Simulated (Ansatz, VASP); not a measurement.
**One calculation of Ta, two programs**

```
Ta
1.0
     2.82978    0.00000    0.00000
     0.00000    2.82978    0.00000
     0.00000    0.00000    2.82978
Ta
1
Direct
  0.00000 0.00000 0.00000
```

Alike in both runs: task single point; functional r2SCAN; k mesh 13 × 13 × 13; occupations fermi-dirac, width 0.1 eV; no spin polarisation.

|  | VASP | Ansatz |
| --- | --- | --- |
| version | VASP 6.6.1 | Ansatz 0.2.0 |
| potentials or method | VASP PAW PBE potentials, release 64 (Ta_pv), cutoff 520 eV | plane waves (500 eV) with PAW, scalar-relativistic |
| valence electrons in the cell | 11 | 13 |

```tsv
	VASP	Ansatz	Ansatz less VASP
pressure (GPa)	-12.9	-13.2	-0.32
```

VASP's potentials were made for PBE, not for r2SCAN. VASP's potentials hold 11 valence electrons a cell and Ansatz's 13, so a difference there can come from the potentials and not from the codes.

Spin-orbit coupling is off throughout.
